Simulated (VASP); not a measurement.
## BaO (a.bA): single point with PBEsol

BaO (a.bA):

```
Ba O
1.0
     0.00000    2.74505    2.74505
     2.74505    0.00000    2.74505
     2.74505    2.74505    0.00000
Ba O
1 1
Cartesian
  0.0000 0.0000 0.0000
  2.7451 2.7451 2.7451
```

- Program: VASP 6.6.1
- Task: single point
- Functional: PBEsol
- Potentials or basis: VASP PAW PBE potentials, release 64 (Ba_sv, O)
- Cutoff: 600 eV
- k mesh: 8 × 8 × 8
- Occupations: gaussian, width 0.02 eV
- Spin: no spin polarisation
- Dipole correction: no
- Further INCAR settings: ALGO = Normal; EDIFF = 1e-06; NBANDS = 15

- Pressure: 1.8 GPa
- Band gap on the k mesh: 1.77 eV, direct

Levels at points of the mesh, in eV from the valence-band top:
```tsv
k point	band 4	band 5	band 6	band 7	band 8	band 9	band 10	band 11	band 12	band 13
(0.00, 0.00, 0.00)	-10.29	-10.29	-0.43	-0.43	-0.43	3.47	4.61	4.61	4.61	6.97
(0.50, 0.00, 0.00)	-10.41	-10.41	-2.17	-1.63	-1.63	4.88	7.22	7.22	8.15	10.73
(0.50, 0.50, 0.00)	-10.93	-10.93	-0.20	-0.20	0.00	1.77	6.03	9.02	9.38	9.95
```

It took 18 s on 1 thread of Intel Xeon 6975P-C (shared host), peak memory 0.19 GiB.

Caveat: the PAW data sets were made with another functional, which shifts forces and pressure a little; spin-orbit coupling is left out, which moves the levels of the heavy elements. A k mesh can miss the band edges.
